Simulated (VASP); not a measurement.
The system is Si.

```
Si
1.0
     2.36174    0.00000    0.00000
     1.18087    2.04532    0.00000
     1.18087    0.68177    1.92835
Si
1
Cartesian
  0.0000 0.0000 0.0000
```

```yaml
Program: VASP 6.6.1
Task: relaxation of cell and atoms
Functional: PBE
Potentials_or_basis: VASP PAW PBE potentials, release 64 (Si)
Cutoff: 600 eV
k_mesh: 15 × 15 × 15
Occupations: methfessel-paxton, width 0.1 eV
Spin: no spin polarisation
```

At the start: pressure 93.9 GPa; volume 9.31 Å³/atom.

Q: Where does the relaxation end?

A: Over 4 steps the energy falls by 1023.9 meV/atom and the volume is 14.48 Å³/atom (+55.5 %); space group Fm-3m (No. 225, to 0.05 Å).

The path:
| step | energy change (eV) | largest force (eV/Å) | pressure (GPa) | volume (Å³) |
| --- | --- | --- | --- | --- |
| 1 | 0.0000 | 0.0000 | 93.94 | 9.31 |
| 2 | -0.8127 | 0.0000 | -12.70 | 18.79 |
| 3 | -1.0236 | 0.0000 | 0.69 | 14.32 |
| 4 | -1.0239 | 0.0000 | -0.24 | 14.48 |

Final structure:
```
Si
1.0
     2.73606    0.00000    0.00000
     1.36803    2.36950    0.00000
     1.36803    0.78983    2.23398
Si
1
Cartesian
  0.0000 0.0000 0.0000
```

Caveat: the volume moved by over 15 % at a fixed basis, so the end points are rough; the volume moved by +55 % from the deposited cell, more than functionals usually miss.
